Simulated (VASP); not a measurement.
A run of VASP 6.6.1:

INCAR

```
SYSTEM = InBSe2
PREC = Accurate ; ENCUT = 520
EDIFF = 1E-6 ; ISMEAR = 0
SIGMA = 0.1 ; LREAL = .FALSE.
LASPH = .TRUE. ; NELM = 60
ALGO = Normal ; ISIF = 2
LWAVE = .FALSE. ; LCHARG = .FALSE.
GGA = PE ; NBANDS = 22
```

KPOINTS

```
Automatic mesh
0
G
  6 6 4
  0 0 0
```

The input POSCAR:

```
InBSe2
1.0
    3.2646118289     -0.0000000025      0.0000000000
   -1.6323059123      2.8272367786      0.0000000000
    0.0000000000      0.0000000000      8.4684450600
In B Se
1 1 2
Direct
    0.0000000000      0.0000000000      0.5000000000
    0.0000000000      0.0000000000      0.0000000000
    0.3333333333      0.6666666667      0.1555917290
    0.6666666667      0.3333333333      0.8444082710
```

Potentials or basis: VASP PAW PBE potentials, release 64 (In_d, B, Se).

Command:

```bash
$ cat potpaw_PBE.64/In_d/POTCAR potpaw_PBE.64/B/POTCAR potpaw_PBE.64/Se/POTCAR > POTCAR
$ mpirun -np 1 vasp_std > vasp.out
```

Hardware: 1 thread of Intel(R) Xeon(R) Platinum 8259CL CPU @ 2.50GHz (Skylake/Cascade Lake), on a shared host.

Estimate the wall time of this run.

Wall time 33 s on 1 thread of Intel(R) Xeon(R) Platinum 8259CL CPU @ 2.50GHz (Skylake/Cascade Lake), with other jobs on the host, peak memory 0.2 GiB. Counts: scf iterations 13, k points 24.
